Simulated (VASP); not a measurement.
# Al32N31 (a cell with a defect) in VASP: single point with PBEsol

Aim: the single point of Al32N31 (a cell with a defect) with PBEsol.

Program: VASP 6.6.1. These are calculated values, not measurements. Logs are shortened: lines on timing, memory, paths and dates and some standing lists are left out, and cuts for length are marked.

**1. The cell of the first run**

The cell holds a defect, 63 atoms: a = 8.755 Å, b = 8.755 Å, c = 8.755 Å, α = 90.00°, β = 90.00°, γ = 90.00°.

**2. Single point, PBEsol**

INCAR

```
PREC = Accurate
ENCUT = 520
EDIFF = 1E-7
ISMEAR = -1
SIGMA = 0.05
LREAL = Auto
LASPH = T
NELM = 80
ALGO = Normal
ISIF = 2
LWAVE = F
LCHARG = F
GGA = PS
NBANDS = 162
NELECT = 248.0
ISYM = 0
```

KPOINTS

```
Automatic mesh
0
Gamma
  1 1 1
  0.25 0.25 0.25
```

POSCAR

```
Al32N31
1.0
    8.7554440000      0.0000000000      0.0000000000
    0.0000000000      8.7554440000      0.0000000000
    0.0000000000      0.0000000000      8.7554440000
Al N
32 31
Direct
    0.0001940000      0.0005700000      0.0002180000
    0.0029590000      0.0033440000      0.4981510000
    0.0029650000      0.4985110000      0.0030110000
    0.0017460000      0.5002940000      0.4999430000
    0.4981250000      0.0033370000      0.0030110000
    0.4999100000      0.0021220000      0.4999420000
    0.4999020000      0.5002890000      0.0017820000
    0.4735030000      0.4738690000      0.4735180000
    0.2491590000      0.2495430000      0.0001670000
    0.2463310000      0.2467160000      0.4980450000
    0.2464530000      0.7515960000      0.0029670000
    0.2475630000      0.7498540000      0.4999670000
    0.7512140000      0.2468250000      0.0029770000
    0.7494600000      0.2479420000      0.4999790000
    0.7494740000      0.7498550000      0.0019530000
    0.7757740000      0.7761580000      0.4737410000
    0.2491700000      0.0005070000      0.2491940000
    0.2464560000      0.0032950000      0.7512580000
    0.2463250000      0.4983930000      0.2463740000
    0.2475680000      0.5003280000      0.7495020000
    0.7512390000      0.0033050000      0.2464940000
    0.7494720000      0.0023020000      0.7495130000
    0.7494660000      0.5003190000      0.2475990000
    0.7758240000      0.4740110000      0.7758540000
    0.0001300000      0.2495520000      0.2491960000
    0.0029340000      0.2468290000      0.7512670000
    0.0029210000      0.7516280000      0.2465020000
    0.0019040000      0.7498580000      0.7495020000
    0.4979990000      0.2467120000      0.2463840000
    0.4999290000      0.2479500000      0.7495020000
    0.4999390000      0.7498490000      0.2476020000
    0.4736980000      0.7761640000      0.7758320000
    0.1247720000      0.1251900000      0.1248140000
    0.1247810000      0.1251830000      0.6248050000
    0.1247660000      0.6251940000      0.1248100000
    0.1247610000      0.6251590000      0.6247560000
    0.6247770000      0.1251850000      0.1248100000
    0.6247340000      0.1251820000      0.6247550000
    0.6247340000      0.6251520000      0.1247780000
    0.3749220000      0.3753400000      0.1249220000
    0.3741610000      0.3745740000      0.6262220000
    0.3749980000      0.8749760000      0.1245980000
    0.3741550000      0.8757440000      0.6232990000
    0.8745660000      0.3754140000      0.1245760000
    0.8753420000      0.3745560000      0.6232940000
    0.8746010000      0.8750210000      0.1250140000
    0.8753940000      0.8758280000      0.6264380000
    0.3749230000      0.1253030000      0.3749640000
    0.3750000000      0.1249680000      0.8746070000
    0.3741680000      0.6266070000      0.3741910000
    0.3741270000      0.6236640000      0.8753930000
    0.8745730000      0.1249820000      0.3750260000
    0.8745980000      0.1254230000      0.8746320000
    0.8753630000      0.6236710000      0.3741500000
    0.8753700000      0.6268080000      0.8753980000
    0.1248860000      0.3753420000      0.3749570000
    0.1245570000      0.3754170000      0.8746040000
    0.1245600000      0.8749910000      0.3750310000
    0.1249850000      0.8750060000      0.8746290000
    0.6262040000      0.3745730000      0.3741840000
    0.6232710000      0.3745580000      0.8753630000
    0.6232650000      0.8757710000      0.3741620000
    0.6264080000      0.8758180000      0.8754290000
```

Potentials or basis: VASP PAW PBE potentials, release 64 (Al, N).

Command:

```console
cat potpaw_PBE.64/Al/POTCAR potpaw_PBE.64/N/POTCAR > POTCAR
mpirun -np 1 vasp_std > vasp.out
```

OUTCAR:

```text
PREC = Accurate
   ENCUT = 520
   EDIFF = 1E-7
   ISMEAR = -1
   LREAL = Auto
   LASPH = T
   NELM = 80
   ISIF = 2
   GGA = PS
   NELECT = 248.0
   ISYM = 0

 ion  position               nearest neighbor table
   1  0.000  0.001  0.000-  33 1.89  46 1.90  59 1.90  53 1.90  26 3.07  18 3.07  27 3.07  21 3.07
                            11 3.07  13 3.07   9 3.08  17 3.08  25 3.08  22 3.10  28 3.10  15 3.10
   2  0.003  0.003  0.498-  34 1.87  58 1.89  52 1.89  47 1.94  16 2.82  10 3.01  25 3.07  17 3.07
                            26 3.08  18 3.08  12 3.08  14 3.08  27 3.12  21 3.12  28 3.13  22 3.13
   3  0.003  0.499  0.003-  35 1.87  44 1.89  57 1.89  55 1.94  24 2.82  19 3.01  25 3.07   9 3.07
                            11 3.07  27 3.08  23 3.08  20 3.08  26 3.12  13 3.12  15 3.13  28 3.13
   4  0.002  0.500  0.500-  36 1.88  56 1.89  45 1.90  54 1.90  12 3.07  20 3.07  19 3.08  10 3.08
                            28 3.09  25 3.10  23 3.12  14 3.12  27 3.13  26 3.13  16 3.13  24 3.13
   5  0.498  0.003  0.003-  37 1.87  42 1.89  49 1.89  63 1.94  32 2.82  29 3.01  17 3.07   9 3.07
                            13 3.07  21 3.08  31 3.08  30 3.08  11 3.12  18 3.12  15 3.13  22 3.13
   6  0.500  0.002  0.500-  38 1.88  48 1.89  62 1.90  43 1.90  14 3.07  30 3.07  29 3.08  10 3.08
                            22 3.09  17 3.10  31 3.12  12 3.12  18 3.13  21 3.13  16 3.13  32 3.13
   7  0.500  0.500  0.002-  39 1.88  40 1.89  61 1.90  51 1.90  31 3.07  23 3.07  19 3.08  29 3.08
                            15 3.09   9 3.10  20 3.12  30 3.12  11 3.13  13 3.13  32 3.13  24 3.13
   8  0.474  0.474  0.474-  60 1.82  41 1.82  50 1.82  29 2.82  19 2.82  10 2.82  23 3.13  14 3.13
                            31 3.13  30 3.13  20 3.13  12 3.13
   9  0.249  0.250  0.000-  33 1.89  49 1.90  57 1.90  40 1.90  29 3.07  19 3.07  26 3.07  18 3.07
                             3 3.07   5 3.07   1 3.08  25 3.08  17 3.08  30 3.10  20 3.10   7 3.10
  10  0.246  0.247  0.498-  34 1.87  48 1.89  56 1.89  41 1.94   8 2.82   2 3.01  25 3.07  17 3.07
                            26 3.08  18 3.08   4 3.08   6 3.08  29 3.12  19 3.12  30 3.13  20 3.13
  11  0.246  0.752  0.003-  35 1.87  59 1.89  42 1.89  51 1.94  32 2.82  27 3.02  17 3.07   1 3.07
                             3 3.07  19 3.08  28 3.08  31 3.08  18 3.12   5 3.12  20 3.12   7 3.13
[... 71 lines left out ...]
  62  0.623  0.876  0.374-  16 1.82   6 1.90  31 1.90  21 1.94
  63  0.626  0.876  0.875-  32 1.82  22 1.90  15 1.90   5 1.94

IMPORTANT INFORMATION: All symmetrisations will be switched off!
NOSYMM: (Re-)initialisation of all symmetry stuff for point group C_1.

----------------------------------------------------------------------------------------

                                     Primitive cell

  volume of cell :     671.1731

  direct lattice vectors                    reciprocal lattice vectors
     8.755444000  0.000000000  0.000000000     0.114214653  0.000000000  0.000000000
     0.000000000  8.755444000  0.000000000     0.000000000  0.114214653  0.000000000
     0.000000000  0.000000000  8.755444000     0.000000000  0.000000000  0.114214653

  length of vectors
     8.755444000  8.755444000  8.755444000     0.114214653  0.114214653  0.114214653

  position of ions in fractional coordinates (direct lattice)
     0.000194000  0.000570000  0.000218000
     0.002959000  0.003344000  0.498151000
     0.002965000  0.498511000  0.003011000
     0.001746000  0.500294000  0.499943000
     0.498125000  0.003337000  0.003011000
     0.499910000  0.002122000  0.499942000
[... 55 lines left out ...]
     0.623265000  0.875771000  0.374162000
     0.626408000  0.875818000  0.875429000

  ion indices of the primitive-cell ions
   primitive index   ion index
                 1           1
                 2           2
                 3           3
                 4           4
                 5           5
                 6           6
[... 55 lines left out ...]
                62          62
                63          63

----------------------------------------------------------------------------------------

 KPOINTS: Automatic mesh

Automatic generation of k-mesh.
 Grid dimensions read from file:
 generate k-points for:    1    1    1

 Generating k-lattice:

  Cartesian coordinates                     Fractional coordinates (reciprocal lattice)
     0.114214653  0.000000000  0.000000000     1.000000000  0.000000000  0.000000000
     0.000000000  0.114214653  0.000000000     0.000000000  1.000000000  0.000000000
     0.000000000  0.000000000  0.114214653     0.000000000  0.000000000  1.000000000

  Length of vectors
     0.114214653  0.114214653  0.114214653

  Shift w.r.t. Gamma in fractional coordinates (k-lattice)
     0.250000000  0.250000000  0.250000000

 Subroutine IBZKPT returns following result:
 ===========================================

 Found      4 irreducible k-points:

 Following reciprocal coordinates:
            Coordinates               Weight
  0.250000  0.250000  0.250000      2.000000
 -0.250000  0.250000  0.250000      2.000000
 -0.250000 -0.250000  0.250000      2.000000
  0.250000 -0.250000  0.250000      2.000000
   k-points           NKPTS =      4   k-points in BZ     NKDIM =      4   number of bands    NBANDS=    162
   number of dos      NEDOS =    301   number of ions     NIONS =     63
   total plane-waves  NPLWV = 343000
   dimension x,y,z NGX =    70 NGY =   70 NGZ =   70
   dimension x,y,z NGXF=   140 NGYF=  140 NGZF=  140
   ions per type =              32  31
   NGX,Y,Z   is equivalent  to a cutoff of  13.29, 13.29, 13.29 a.u.
   NGXF,Y,Z  is equivalent  to a cutoff of  26.58, 26.58, 26.58 a.u.
 SYSTEM =  unknown system
   PREC   = accura    normal or accurate (medium, high low for compatibility)
   ISTART =      0    job   : 0-new  1-cont  2-samecut
   ICHARG =      2    charge: 1-file 2-atom 10-const
   ISPIN  =      1    spin polarized calculation?
   LNONCOLLINEAR =      F non collinear calculations
   LSORBIT =      F    spin-orbit coupling
   LASPH  =      T    aspherical Exc in radial PAW
   ENCUT  =  520.0 eV  38.22 Ry    6.18 a.u.  16.28 16.28 16.28*2*pi/ulx,y,z
   NELM   =     80;   NELMIN=  2; NELMDL= -5     # of ELM steps
   EDIFF  = 0.1E-06   stopping-criterion for ELM
   LREAL  =      T    real-space projection
   EDIFFG = 0.1E-05   stopping-criterion for IOM
   NSW    =      0    number of steps for IOM
   IBRION =     -1    ionic relax: 0-MD 1-quasi-New 2-CG
   NFREE  =      0    steps in history (QN), initial steepest desc. (CG)
   ISIF   =      2    stress and relaxation
   ISYM   =      0    0-nonsym 1-usesym 2-fastsym
   POTIM  = 0.5000    time-step for ionic-motion
   TEBEG  =    0.0;   TEEND  =   0.0 temperature during run
   PSTRESS=    0.0 pullay stress
   NELECT =     248.0000    total number of electrons
   NUPDOWN=      -1.0000    fix difference up-down
   EMIN   =  10.00;   EMAX   =-10.00  energy-range for DOS
   EFERMI =   0.00;   METHOD = LEGACY
   ISMEAR =    -1;   SIGMA  =   0.05  broadening in eV -4-tet -1-fermi 0-gaus
   EFERMI_NEDOS =   21; number of points for ismear=-14 and -15
   IALGO  =     38    algorithm
   IMIX   =      4    mixing-type and parameters
     AMIX     =   0.40;   BMIX     =  1.00
     AMIX_MAG =   1.60;   BMIX_MAG =  1.00
  volume/ion in A,a.u.               =      10.65        71.89
  Fermi-wavevector in a.u.,A,eV,Ry     =   1.174755  2.219965 18.776703  1.380049
  Thomas-Fermi vector in A             =   2.311147
   LORBIT       =      0    0 simple, 1 ext, 2 COOP (PROOUT), +10 PAW based schemes
   GGA     = PS    functional components
   LHFCALC =     F    Hartree Fock is set to
   AEXX    =    0.0000 exact exchange contribution
   IVDW    =     0    specifies the selected vdW correction
   LEPSILON=     F    determine dielectric tensor
   LRPA    =     F    only Hartree local field effects (RPA)
 non-spin polarized calculation
  energy-cutoff  :      520.00
  volume of cell :      671.17
 maximum number of plane-waves:     18052
 NGX is ok and might be reduce to    70
   NGX = 33   NGY = 33   NGZ = 33

 number of electron     247.9999938 magnetization

 Free energy of the ion-electron system (eV)
  ---------------------------------------------------
  ext. energy  EPLUGINS =         0.00000000
  ---------------------------------------------------
  free energy    TOTEN  =      -507.90530106 eV

  energy without entropy =     -507.90530099  energy(sigma->0) =     -507.90530102

 E-fermi :   6.5502     XC(G=0): -10.9462

 val. band max:        5.6174098879   @ k =  -0.2500  -0.2500   0.2500
 cond. band min:       7.4439308431   @ k =  -0.2500   0.2500   0.2500
 fundamental gap:      1.8265209552
 Fermi energy:         6.5502373006

 k-point     1 :       0.2500    0.2500    0.2500
  band No.  band energies     occupation
      1      -8.9457      2.00000
      2      -8.4405      2.00000
      3      -8.4404      2.00000
      4      -8.3181      2.00000
      5      -7.9656      2.00000
      6      -7.9655      2.00000
[... 545 lines left out ...]
    135      11.0959      0.00000
    136      11.5274      0.00000
 [bands above 136 left out]

------------------------ aborting loop because EDIFF is reached ----------------------------------------

  FORCE on cell =-STRESS in cart. coord.  units (eV):
  Direction    XX          YY          ZZ          XY          YZ          ZX
  --------------------------------------------------------------------------------------
  -------------------------------------------------------------------------------------
  Total      -20.4284858    -20.4271681    -20.4277623     -0.2066520     -0.2327442     -0.3348537
  in kB      -48.7654499    -48.7623044    -48.7637228     -0.4933052     -0.5555907     -0.7993394
  external PRESSURE =     -48.7638257 kB  Pullay stress =       0.0000000 kB

 VOLUME and BASIS-vectors are now :
 -----------------------------------------------------------------------------
  energy-cutoff  :      520.00
  volume of cell :      671.17
      direct lattice vectors                 reciprocal lattice vectors
     8.755444000  0.000000000  0.000000000     0.114214653  0.000000000  0.000000000
     0.000000000  8.755444000  0.000000000     0.000000000  0.114214653  0.000000000
     0.000000000  0.000000000  8.755444000     0.000000000  0.000000000  0.114214653

 POSITION                                       TOTAL-FORCE (eV/Angst)
 -----------------------------------------------------------------------------------
      0.00170      0.00499      0.00191         0.009878      0.015320      0.010037
      0.02591      0.02928      4.36153         0.010579      0.018176      0.014888
      0.02596      4.36469      0.02636         0.010368      0.019757      0.008336
      0.01529      4.38030      4.37722         0.012065      0.010418      0.007770
      4.36131      0.02922      0.02636         0.013612      0.017642      0.008531
      4.37693      0.01858      4.37721         0.007145      0.017693      0.007160
[... 55 lines left out ...]
      5.45696      7.66776      3.27595        -0.020716     -0.008150     -0.008926
      5.48448      7.66818      7.66477        -0.021070     -0.010802     -0.004467
 -----------------------------------------------------------------------------------
    total drift:                               -0.003085      0.000398     -0.000163

  FREE ENERGIE OF THE ION-ELECTRON SYSTEM (eV)
  ---------------------------------------------------
  free  energy   TOTEN  =      -507.9053010579 eV

  energy  without entropy=     -507.9053009907  energy(sigma->0) =     -507.90530102
```

It took 36 min on 1 thread of AMD EPYC 7R13, shared host; peak memory 0.79 GiB.

What came out:

```
Free energy   : -507.9053 eV
Largest force : 0.044 eV/Å
```

Forces in eV/Å, atoms in the order of the input:
```
Al   0.010  0.015  0.010
Al   0.011  0.018  0.015
Al   0.010  0.020  0.008
Al   0.012  0.010  0.008
Al   0.014  0.018  0.009
Al   0.007  0.018  0.007
Al   0.009  0.010  0.011
Al   0.007  0.013  0.009
Al   0.010  0.014  0.009
Al   0.022  0.026  0.017
Al   0.008  0.020  0.015
Al   0.013  0.002 -0.002
Al   0.016  0.015  0.014
Al   0.001  0.017 -0.004
Al   0.015  0.017 -0.004
Al   0.015  0.018  0.019
Al   0.008  0.015  0.010
Al   0.009  0.021  0.014
Al   0.023  0.021  0.022
Al   0.012  0.000 -0.002
Al   0.013  0.022  0.008
Al   0.012  0.005  0.011
Al   0.000  0.002  0.011
Al   0.015  0.028  0.014
Al   0.009  0.014  0.009
Al   0.017  0.013  0.013
Al   0.017  0.016  0.005
Al  -0.002  0.016  0.014
Al   0.018  0.026  0.019
Al  -0.001  0.016 -0.002
Al  -0.001  0.002  0.011
Al   0.021  0.017  0.014
N   -0.012 -0.018 -0.014
N   -0.015 -0.019 -0.010
N   -0.014 -0.015 -0.012
N   -0.014 -0.012 -0.006
N   -0.012 -0.019 -0.012
N   -0.009 -0.019 -0.005
N   -0.008 -0.012 -0.010
N   -0.009 -0.014 -0.009
N   -0.025 -0.028  0.023
N   -0.015 -0.017 -0.010
N   -0.012 -0.005 -0.022
N   -0.013 -0.019 -0.008
N    0.001 -0.017 -0.025
N   -0.012 -0.017 -0.006
N   -0.006 -0.012 -0.022
N   -0.009 -0.016 -0.009
N   -0.016 -0.014 -0.012
N   -0.025  0.017 -0.023
N   -0.010 -0.024 -0.002
N   -0.013 -0.015 -0.014
N   -0.013 -0.014 -0.012
N   -0.004 -0.024 -0.007
N   -0.003 -0.022 -0.002
N   -0.010 -0.014 -0.008
N   -0.010 -0.019 -0.013
N   -0.009 -0.017 -0.015
N   -0.006 -0.017 -0.011
N    0.022 -0.029 -0.024
N   -0.028 -0.018  0.003
N   -0.021 -0.008 -0.009
N   -0.021 -0.011 -0.004
```

Caveat: the cell carries a net charge on a neutralising background, which shifts energy and pressure; the cell is charged against a uniform background, so pressure and absolute levels hang on convention; the PAW data sets were made with another functional, which shifts forces and pressure a little.
